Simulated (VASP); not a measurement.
# Pt (P6_3/mmc) in VASP: further runs

Runs on Pt. Level: LDA. Tasks: single point, relaxation of cell and atoms.

Program: VASP 6.6.1. These are calculated values, not measurements. Logs are shortened: lines on timing, memory, paths and dates and some standing lists are left out, and cuts for length are marked.

## Step 1: The cell of the first run

The structure is hexagonal, space group P6_3/mmc (No. 194). Conventional cell: a = 2.854 Å, b = 2.854 Å, c = 4.782 Å, α = 90.00°, β = 90.00°, γ = 120.00°. Within 3.8 Å of Pt (site symmetry -6m2) lie 12 Pt at 2.85 to 2.90 Å.

This isn't the form of Pt at room conditions, which is fcc.

## Step 2: Single point, LDA

INCAR

```
PREC = Accurate
ENCUT = 520
EDIFF = 1E-6
ISMEAR = -1
SIGMA = 0.05
LREAL = F
LASPH = T
NELM = 100
ALGO = Normal
ISIF = 2
LWAVE = F
LCHARG = F
NBANDS = 17
```

KPOINTS

```
Automatic mesh
0
Gamma
  17 17 9
```

POSCAR

```
Pt
1.0
    2.8536373864      0.0000000000      0.0000000000
   -1.4268186932      2.4713224698      0.0000000000
    0.0000000000      0.0000000000      4.7823451447
Pt
2
Direct
    0.3333333333      0.6666666667      0.2500000000
    0.6666666667      0.3333333333      0.7500000000
```

Potentials or basis: VASP PAW LDA potentials, release 64 (Pt).

The run is started by

```console
> cat potpaw_LDA.64/Pt/POTCAR > POTCAR
> mpirun -np 1 vasp_std > vasp.out
```

OUTCAR:

```text
PREC = Accurate
   ENCUT = 520
   EDIFF = 1E-6
   ISMEAR = -1
   LREAL = F
   LASPH = T
   NELM = 100
   ISIF = 2

 ion  position               nearest neighbor table
   1  0.333  0.667  0.250-   2 2.90   2 2.90   2 2.90   2 2.90   2 2.90   2 2.90
   2  0.667  0.333  0.750-   1 2.90   1 2.90   1 2.90   1 2.90   1 2.90   1 2.90

  LATTYP: Found a hexagonal cell.
 ALAT       =     2.8536373864
 C/A-ratio  =     1.6758769588

  Lattice vectors:

 A1 = (   2.8536373864,   0.0000000000,   0.0000000000)
 A2 = (  -1.4268186932,   2.4713224698,   0.0000000000)
 A3 = (   0.0000000000,   0.0000000000,   4.7823451447)

Analysis of symmetry for initial positions (statically):
=====================================================================
 Subroutine PRICEL returns:
 Original cell was already a primitive cell.

 Routine SETGRP: Setting up the symmetry group for a
 hexagonal supercell.

 Subroutine GETGRP returns: Found 24 space group operations
 (whereof 12 operations were pure point group operations)
 out of a pool of 24 trial point group operations.

The static configuration has the point symmetry D_3d.
 The point group associated with its full space group is D_6h.

Analysis of symmetry for dynamics (positions and initial velocities):
=====================================================================
 Subroutine PRICEL returns:
 Original cell was already a primitive cell.

 Routine SETGRP: Setting up the symmetry group for a
 hexagonal supercell.

 Subroutine GETGRP returns: Found 24 space group operations
 (whereof 12 operations were pure point group operations)
 out of a pool of 24 trial point group operations.

The dynamic configuration has the point symmetry D_3d.
 The point group associated with its full space group is D_6h.

 Subroutine INISYM returns: Found 24 space group operations
 (whereof 12 operations are pure point group operations),
 and found     1 'primitive' translations

----------------------------------------------------------------------------------------

                                     Primitive cell

  volume of cell :      33.7263

  direct lattice vectors                    reciprocal lattice vectors
     2.853637386  0.000000000  0.000000000     0.350429948  0.202320825  0.000000000
    -1.426818693  2.471322470  0.000000000     0.000000000  0.404641649  0.000000000
     0.000000000  0.000000000  4.782345145     0.000000000  0.000000000  0.209102432

  length of vectors
     2.853637386  2.853637386  4.782345145     0.404641649  0.404641649  0.209102432

  position of ions in fractional coordinates (direct lattice)
     0.333333333  0.666666667  0.250000000
     0.666666667  0.333333333  0.750000000

  ion indices of the primitive-cell ions
   primitive index   ion index
                 1           1
                 2           2

----------------------------------------------------------------------------------------

 KPOINTS: Automatic mesh

Automatic generation of k-mesh.
 Grid dimensions read from file:
 generate k-points for:   17   17    9

 Generating k-lattice:

  Cartesian coordinates                     Fractional coordinates (reciprocal lattice)
     0.020613526  0.011901225  0.000000000     0.058823529  0.000000000  0.000000000
     0.000000000  0.023802450  0.000000000     0.000000000  0.058823529  0.000000000
     0.000000000  0.000000000  0.023233604     0.000000000  0.000000000  0.111111111

  Length of vectors
     0.023802450  0.023802450  0.023233604

  Shift w.r.t. Gamma in fractional coordinates (k-lattice)
     0.000000000  0.000000000  0.000000000

 Subroutine IBZKPT returns following result:
 ===========================================

 Found    165 irreducible k-points:

 Following reciprocal coordinates:
            Coordinates               Weight
  0.000000  0.000000  0.000000      1.000000
  0.058824  0.000000  0.000000      6.000000
  0.117647  0.000000  0.000000      6.000000
  0.176471  0.000000  0.000000      6.000000
  0.235294  0.000000  0.000000      6.000000
  0.294118 -0.000000  0.000000      6.000000
[... 16 lines left out ...]
  0.411765  0.117647  0.000000     12.000000
  0.176471  0.176471  0.000000      6.000000
 [... further k-points ...]
   k-points           NKPTS =    165   k-points in BZ     NKDIM =    165   number of bands    NBANDS=     17
   number of dos      NEDOS =    301   number of ions     NIONS =      2
   total plane-waves  NPLWV =  20736
   dimension x,y,z NGX =    24 NGY =   24 NGZ =   36
   dimension x,y,z NGXF=    48 NGYF=   48 NGZF=   72
   ions per type =               2
   NGX,Y,Z   is equivalent  to a cutoff of  13.98, 13.98, 12.51 a.u.
   NGXF,Y,Z  is equivalent  to a cutoff of  27.96, 27.96, 25.03 a.u.
 SYSTEM =  unknown system
   PREC   = accura    normal or accurate (medium, high low for compatibility)
   ISTART =      0    job   : 0-new  1-cont  2-samecut
   ICHARG =      2    charge: 1-file 2-atom 10-const
   ISPIN  =      1    spin polarized calculation?
   LNONCOLLINEAR =      F non collinear calculations
   LSORBIT =      F    spin-orbit coupling
   LASPH  =      T    aspherical Exc in radial PAW
   ENCUT  =  520.0 eV  38.22 Ry    6.18 a.u.   5.31  5.31  8.89*2*pi/ulx,y,z
   NELM   =    100;   NELMIN=  2; NELMDL= -5     # of ELM steps
   EDIFF  = 0.1E-05   stopping-criterion for ELM
   LREAL  =      F    real-space projection
   EDIFFG = 0.1E-04   stopping-criterion for IOM
   NSW    =      0    number of steps for IOM
   IBRION =     -1    ionic relax: 0-MD 1-quasi-New 2-CG
   NFREE  =      0    steps in history (QN), initial steepest desc. (CG)
   ISIF   =      2    stress and relaxation
   ISYM   =      2    0-nonsym 1-usesym 2-fastsym
   POTIM  = 0.5000    time-step for ionic-motion
   TEBEG  =    0.0;   TEEND  =   0.0 temperature during run
   PSTRESS=    0.0 pullay stress
   NELECT =      20.0000    total number of electrons
   NUPDOWN=      -1.0000    fix difference up-down
   EMIN   =  10.00;   EMAX   =-10.00  energy-range for DOS
   EFERMI =   0.00;   METHOD = LEGACY
   ISMEAR =    -1;   SIGMA  =   0.05  broadening in eV -4-tet -1-fermi 0-gaus
   EFERMI_NEDOS =   21; number of points for ismear=-14 and -15
   IALGO  =     38    algorithm
   IMIX   =      4    mixing-type and parameters
     AMIX     =   0.40;   BMIX     =  1.00
     AMIX_MAG =   1.60;   BMIX_MAG =  1.00
  volume/ion in A,a.u.               =      16.86       113.80
  Fermi-wavevector in a.u.,A,eV,Ry     =   1.375398  2.599126 25.738417  1.891720
  Thomas-Fermi vector in A             =   2.500738
   LORBIT       =      0    0 simple, 1 ext, 2 COOP (PROOUT), +10 PAW based schemes
   GGA     = CA    functional components
   LHFCALC =     F    Hartree Fock is set to
   AEXX    =    0.0000 exact exchange contribution
   IVDW    =     0    specifies the selected vdW correction
   LEPSILON=     F    determine dielectric tensor
   LRPA    =     F    only Hartree local field effects (RPA)
 non-spin polarized calculation
  energy-cutoff  :      520.00
  volume of cell :       33.73
 maximum number of plane-waves:       921
 NGX is ok and might be reduce to    24
   NGX = 11   NGY = 11   NGZ = 17

 number of electron      20.0000002 magnetization

 Free energy of the ion-electron system (eV)
  ---------------------------------------------------
  ext. energy  EPLUGINS =         0.00000000
  ---------------------------------------------------
  free energy    TOTEN  =       -14.50919533 eV

  energy without entropy =      -14.46930433  energy(sigma->0) =      -14.48924983

 E-fermi :   9.0664     XC(G=0): -13.0457

 val. band max:        9.0641007628   @ k =   0.4118   0.0588   0.1111
 cond. band min:       9.0667553519   @ k =   0.2353   0.0588   0.0000
 fundamental gap:      0.0026545892
 Fermi energy:         9.0663830594

 k-point     1 :       0.0000    0.0000    0.0000
  band No.  band energies     occupation
      1       0.0351      2.00000
      2       2.7344      2.00000
      3       5.7328      2.00000
      4       6.0090      2.00000
      5       6.0090      2.00000
      6       6.3846      2.00000
[... 9 lines left out ...]
     16      26.3527      0.00000
     17      28.8037      0.00000

 k-point     2 :       0.0588    0.0000    0.0000
  band No.  band energies     occupation
      1       0.1493      2.00000
      2       2.8354      2.00000
      3       5.6708      2.00000
      4       6.0569      2.00000
      5       6.0927      2.00000
      6       6.3339      2.00000
[... 9 lines left out ...]
     16      26.4239      0.00000
     17      28.1630      0.00000

 k-point     3 :       0.1176    0.0000    0.0000
  band No.  band energies     occupation
      1       0.4836      2.00000
      2       3.1179      2.00000
      3       5.5054      2.00000
      4       6.1203      2.00000
      5       6.2898      2.00000
      6       6.3392      2.00000
[... 9 lines left out ...]
     16      26.0739      0.00000
     17      26.9969      0.00000

 k-point     4 :       0.1765    0.0000    0.0000
  band No.  band energies     occupation
      1       1.0097      2.00000
      2       3.5022      2.00000
      3       5.3264      2.00000
      4       5.9531      2.00000
      5       6.0066      2.00000
      6       6.5588      2.00000
[... 9 lines left out ...]
     16      26.1951      0.00000
     17      26.2478      0.00000

 k-point     5 :       0.2353    0.0000    0.0000
  band No.  band energies     occupation
      1       1.6688      2.00000
      2       3.7916      2.00000
      3       5.3110      2.00000
      4       5.3609      2.00000
      5       5.7997      2.00000
      6       6.6284      2.00000
[... 9 lines left out ...]
     16      25.3892      0.00000
     17      27.0079      0.00000

 k-point     6 :       0.2941   -0.0000    0.0000
  band No.  band energies     occupation
      1       2.3508      2.00000
      2       3.7982      2.00000
      3       4.8239      2.00000
      4       5.5101      2.00000
      5       5.8689      2.00000
      6       6.4269      2.00000
[... 9 lines left out ...]
     16      24.4123      0.00000
     17      25.1752      0.00000

 k-point     7 :       0.3529   -0.0000    0.0000
  band No.  band energies     occupation
      1       2.8927      2.00000
      2       3.6460      2.00000
      3       4.4126      2.00000
      4       5.7432      2.00000
      5       6.2375      2.00000
      6       6.2593      2.00000
[... 9 lines left out ...]
     16      22.6351      0.00000
     17      23.5537      0.00000

 k-point     8 :       0.4118    0.0000    0.0000
  band No.  band energies     occupation
      1       3.1910      2.00000
      2       3.4897      2.00000
      3       4.1347      2.00000
      4       6.1073      2.00000
      5       6.1401      2.00000
      6       6.2749      2.00000
[... 9 lines left out ...]
     16      20.9236      0.00000
     17      22.8298      0.00000
[... 203 lines left out ...]
      1       1.9677      2.00000
      2       4.0877      2.00000
      3       4.9897      2.00000
      4       5.2411      2.00000
      5       5.8417      2.00000
      6       6.2344      2.00000
[... 9 lines left out ...]
     16      25.4099      0.00000
     17      26.9766      0.00000

 k-point    20 :       0.2353    0.1176    0.0000
  band No.  band energies     occupation
      1       2.6582      2.00000
      2       4.1170      2.00000
      3       4.7803      2.00000
      4       5.1277      2.00000
      5       5.8980      2.00000
      6       6.0591      2.00000
[... 9 lines left out ...]
     16      24.5634      0.00000
     17      25.5126      0.00000

 k-point    21 :       0.2941    0.1176    0.0000
  band No.  band energies     occupation
      1       3.2213      2.00000
      2       3.9459      2.00000
      3       4.4191      2.00000
      4       5.4419      2.00000
      5       5.9539      2.00000
      6       6.1670      2.00000
[... 9 lines left out ...]
     16      23.3299      0.00000
     17      23.8055      0.00000

 k-point    22 :       0.3529    0.1176    0.0000
  band No.  band energies     occupation
      1       3.5258      2.00000
      2       3.7826      2.00000
      3       4.1720      2.00000
      4       5.8604      2.00000
      5       5.9203      2.00000
      6       6.3319      2.00000
[... 9 lines left out ...]
     16      21.4439      0.00000
     17      23.1109      0.00000

 k-point    23 :       0.4118    0.1176    0.0000
  band No.  band energies     occupation
      1       3.6340      2.00000
      2       3.6859      2.00000
      3       4.0469      2.00000
      4       5.9425      2.00000
      5       6.1775      2.00000
      6       6.2163      2.00000
[... 9 lines left out ...]
     16      20.2672      0.00000
     17      22.5949      0.00000

 k-point    24 :       0.1765    0.1765    0.0000
  band No.  band energies     occupation
      1       2.6382      2.00000
      2       4.4156      2.00000
      3       4.7727      2.00000
      4       4.8624      2.00000
      5       5.8850      2.00000
      6       5.9881      2.00000
[... 9 lines left out ...]
     16      24.8267      0.00000
     17      26.3259      0.00000

 [... further k-points ...]

------------------------ aborting loop because EDIFF is reached ----------------------------------------

  FORCE on cell =-STRESS in cart. coord.  units (eV):
  Direction    XX          YY          ZZ          XY          YZ          ZX
  --------------------------------------------------------------------------------------
  -------------------------------------------------------------------------------------
  Total       -6.0421520     -6.0421520     -4.9523903      0.0000000     -0.0000000      0.0000000
  in kB     -287.0338459   -287.0338459   -235.2644591      0.0000000     -0.0000000      0.0000000
  external PRESSURE =    -269.7773836 kB  Pullay stress =       0.0000000 kB

 VOLUME and BASIS-vectors are now :
 -----------------------------------------------------------------------------
  energy-cutoff  :      520.00
  volume of cell :       33.73
      direct lattice vectors                 reciprocal lattice vectors
     2.853637386  0.000000000  0.000000000     0.350429948  0.202320825  0.000000000
    -1.426818693  2.471322470  0.000000000     0.000000000  0.404641649  0.000000000
     0.000000000  0.000000000  4.782345145     0.000000000  0.000000000  0.209102432

 POSITION                                       TOTAL-FORCE (eV/Angst)
 -----------------------------------------------------------------------------------
     -0.00000      1.64755      1.19559        -0.000000      0.000000      0.000000
      1.42682      0.82377      3.58676         0.000000     -0.000000      0.000000
 -----------------------------------------------------------------------------------
    total drift:                               -0.000000      0.000000     -0.000000

  FREE ENERGIE OF THE ION-ELECTRON SYSTEM (eV)
  ---------------------------------------------------
  free  energy   TOTEN  =       -14.5091953309 eV

  energy  without entropy=      -14.4693043328  energy(sigma->0) =      -14.48924983
```

Wall time 36 s (1 thread of AMD EPYC 9R45 (Zen 5), shared host); peak memory 0.17 GiB.

What came out:

```
Free energy            : -14.5092 eV
Pressure               : -27.0 GPa
Band gap on the k mesh : zero (bands 10 and 11 overlap by 0.97 eV)
```

Levels at points of the mesh, in eV from the Fermi level:
| k point | band 6 | band 7 | band 8 | band 9 | band 10 | band 11 | band 12 | band 13 | band 14 | band 15 |
| --- | --- | --- | --- | --- | --- | --- | --- | --- | --- | --- |
| (0.00, 0.00, 0.00) | -2.68 | -2.68 | -1.82 | -1.82 | -0.21 | -0.21 | -0.20 | 4.68 | 15.02 | 16.22 |

Caveat: the cell stands under tension; spin-orbit coupling is left out, which moves the levels of the heavy elements.

## Step 3: Relaxation of cell and atoms, LDA

This run uses another cell than the first one, of 14.85 Å³/atom.

INCAR

```
PREC = Accurate
ENCUT = 600
EDIFF = 1E-6
ISMEAR = -1
SIGMA = 0.05
LREAL = F
LASPH = T
NELM = 60
ALGO = Normal
ISIF = 3
LWAVE = F
LCHARG = F
IBRION = 2
NSW = 45
EDIFFG = -0.005
```

KPOINTS

```
regular mesh
0
Gamma
  17 17 9
```

POSCAR

```
Pt
1.0
    2.7107039063      0.0000000000      0.0000000000
   -1.3553519531      2.3475384450      0.0000000000
    0.0000000000      0.0000000000      4.6678312580
Pt
2
Direct
    0.3333333333      0.6666666667      0.2500000000
    0.6666666667      0.3333333333      0.7500000000
```

Potentials or basis: VASP PAW LDA potentials, release 64 (Pt).

The run is started by

```console
> cat potpaw_LDA.64/Pt/POTCAR > POTCAR
> mpirun -np 1 vasp_std > vasp.out
```

Wall time 1.7 min (1 thread of AMD EPYC 9R45 (Zen 5), shared host); peak memory 0.17 GiB.

The run converged. Its results:

```
Free energy                           : -14.8992 eV
Relaxed volume                        : 14.89 Å³/atom
Relaxed cell                          : a = 2.714 Å, b = 2.714 Å, c = 4.668 Å, α = 90.00°, β = 90.00°, γ = 120.00°
Space group after relaxing (to 0.1 Å) : P6_3/mmc (No. 194)
Energy gained by relaxing             : 0.1 meV/atom
Ionic steps                           : 7
Pressure after relaxing               : 0.0 GPa
Band gap on the k mesh                : zero (bands 10 and 11 overlap by 1.31 eV)
```

Step by step:
```tsv
step	energy change (eV)	largest force (eV/Å)	pressure (GPa)	volume (Å³)
1	0.0000	0.0000	0.88	29.70
2	0.0020	0.0000	-2.63	30.05
3	-0.0002	0.0000	-0.03	29.79
4	-0.0002	0.0000	-0.03	29.79
5	-0.0002	0.0000	0.40	29.75
6	-0.0002	0.0000	0.04	29.79
7	-0.0003	0.0000	0.01	29.78
```

Final structure:
```xyz
2
Lattice="2.7142 0.0000 0.0000 -1.3571 2.3505 0.0000 0.0000 0.0000 4.6684" Properties=species:S:1:pos:R:3 pbc="T T T"
Pt    0.0000    1.5670    1.1671
Pt    1.3571    0.7835    3.5013
```

Levels at points of the mesh, in eV from the Fermi level:
| k point | band 8 | band 9 | band 10 | band 11 | band 12 | band 13 |
| --- | --- | --- | --- | --- | --- | --- |
| (0.00, 0.00, 0.00) | -2.04 | -2.04 | -0.91 | -0.23 | -0.23 | 5.19 |

Caveat: spin-orbit coupling is left out, which moves the levels of the heavy elements.
